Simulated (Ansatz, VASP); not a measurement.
Ti in VASP and in Ansatz

Contents of INCAR:

```
  PREC = Accurate
  ENCUT = 520
  EDIFF = 1E-8
  ISMEAR = -1
  SIGMA = 0.05
  LREAL = False
  LASPH = True
  NELM = 100
  ALGO = Normal
  ISIF = 2
  LWAVE = False
  LCHARG = False
  GGA = PE
  LEFG = True
  NBANDS = 12
```

File KPOINTS:

```
Automatic mesh
0
Gamma
  15 15 15
```

POSCAR

```
Ti
1.0
    2.6800673601      0.0000000000      0.0000000000
    0.0000000000      2.6800673601      0.0000000000
    0.0000000000      0.0000000000      2.6404604533
Ti
1
Direct
    0.0000000000      0.0000000000      0.0000000000
```

Input for Ansatz:

```yaml
crystal:
  lattice:
    - [2.6800673601, 0.0, 0.0]
    - [0.0, 2.6800673601, 0.0]
    - [0.0, 0.0, 2.6404604533]
  atoms:
    - { symbol: Ti, position: [0.0, 0.0, 0.0] }
kpoints:
  mp_grid: { grid: [15, 15, 15] }
scf:
  occupations: { method: fermi_dirac, width: 0.05 }
hamiltonian:
  xc: pbe
  pseudopotentials: { kind: all_electron, datasets: crystal }
output:
  forces: true
  stress: true
  eigenvalues: true
  efg: { contact_densities: true }
```

Change from the starting cell: x and y stretched by +1.5 %, z held, crystal datasets.

Alike in both runs: task electric field gradients; functional PBE; k mesh 15 × 15 × 15; occupations fermi-dirac, width 0.05 eV; no spin polarisation.

```csv
,VASP,Ansatz
version,VASP 6.6.1,Ansatz 0.2.0
potentials or method,"VASP PAW PBE potentials, release 64 (Ti_sv), cutoff 520 eV","all-electron PAW with datasets made for the crystal, scalar-relativistic"
```

Ansatz gave:

| Item | Value |
| --- | --- |
| pressure (GPa) | -2.2 |
| traceless stress, the component that is largest in VASP (GPa) | -0.24 |
| size of Vzz on the site where it differs most (V/Å²) | 5.1 |

Problem. Estimate VASP's values.

Solution. Pressure (GPa): -2.3; traceless stress, the component that is largest in VASP (GPa): -0.22; size of Vzz on the site where it differs most (V/Å²): 5.2.

Ansatz ran all-electron here, and VASP with PAW potentials.
